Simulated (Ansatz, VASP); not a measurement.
# CdSe in VASP and in Ansatz

Contents of INCAR:

```
SYSTEM = CdSe
PREC = Accurate
ENCUT = 520
EDIFF = 1E-6
ISMEAR = -1
SIGMA = 0.08
LREAL = .False.
LASPH = .True.
NELM = 100
ALGO = Normal
ISIF = 2
LWAVE = .False.
LCHARG = .False.
GGA = PS
NBANDS = 16
```

File KPOINTS:

```
Automatic mesh
0
Gamma
  11 11 11
  0 0 0
```

The input POSCAR:

```
CdSe
1.0
    0.0000000000      3.0409595392      3.0409595392
    3.0409595392      0.0000000000      3.0409595392
    3.0409595392      3.0409595392      0.0000000000
Cd Se
1 1
Direct
    0.0000000000      0.0000000000      0.0000000000
    0.2500000000      0.2500000000      0.2500000000
```

Input for Ansatz:

```yaml
crystal:
  lattice:
    - [0.0, 3.0409595392, 3.0409595392]
    - [3.0409595392, 0.0, 3.0409595392]
    - [3.0409595392, 3.0409595392, 0.0]
  atoms:
    - { symbol: Cd, position: [0.0, 0.0, 0.0] }
    - { symbol: Se, position: [0.25, 0.25, 0.25] }
kpoints:
  mp_grid: { grid: [11, 11, 11] }
  band_path:
    path:
      - [0.0, 0.0, 0.0]
      - [-0.5, -0.5, 0.0]
      - [-0.375, -0.375, 0.25]
      - [-0.375, 0.0, 0.375]
      - [0.0, 0.0, 0.0]
      - [0.0, 0.0, 0.5]
      - [-0.5, -0.25, 0.25]
      - [-0.5, -0.5, 0.0]
    npoints: 14
scf:
  occupations: { method: fermi_dirac, width: 0.08 }
hamiltonian:
  xc: pbesol
  pseudopotentials: { kind: all_electron, lapw: { basis_error: 0.001 } }
output:
  forces: true
  stress: true
  eigenvalues: true
  populations: true
  dos: { projected: true, de: 0.2, e_range: [-14, 8] }
```

Alike in both runs: task single point; functional PBEsol; k mesh 11 × 11 × 11; occupations fermi-dirac, width 0.08 eV; no spin polarisation.

```csv
,VASP,Ansatz
version,VASP 6.6.1,Ansatz 0.2.0
potentials or method,"VASP PAW PBE potentials, release 64 (Cd, Se), cutoff 520 eV","all-electron LAPW, scalar-relativistic"
```

|  | VASP | Ansatz | Ansatz less VASP |
| --- | --- | --- | --- |
| pressure (GPa) | 0.3 | 0.0 | -0.32 |

VASP's potentials were made for PBE, not for PBEsol. Ansatz ran all-electron here, and VASP with PAW potentials.
